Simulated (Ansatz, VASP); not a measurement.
One calculation of Al, two programs

```
CELL_PARAMETERS angstrom
2.81246 0.00000 0.00000
-1.40623 2.43566 0.00000
0.00000 0.00000 4.86685
ATOMIC_POSITIONS crystal
Al 0.66667 0.33333 0.75000
Al 0.33333 0.66667 0.25000
```

Alike in both runs: task single point; functional PBE; k mesh 9 × 9 × 6; occupations gaussian, width 0.44 eV; no spin polarisation.

```csv
,VASP,Ansatz
version,VASP 6.6.1,Ansatz 0.2.0
potentials or method,"VASP PAW PBE potentials, release 64 (Al)","scalar-relativistic, plane waves, PAW"
plane-wave cutoff (eV),500,420
valence electrons in the cell,6,6
```

Ansatz gave:

```
gap on the k mesh at the Fermi level (eV)                     : none
pressure (GPa)                                                : 0.2
traceless stress, the component that is largest in VASP (GPa) : -1.51
```

Q: Which values does VASP return?

A: gap on the k mesh at the Fermi level (eV): none; pressure (GPa): 0.2; traceless stress, the component that is largest in VASP (GPa): -1.50.

A gap of «none» marks a metal or a gap that the smearing closes.
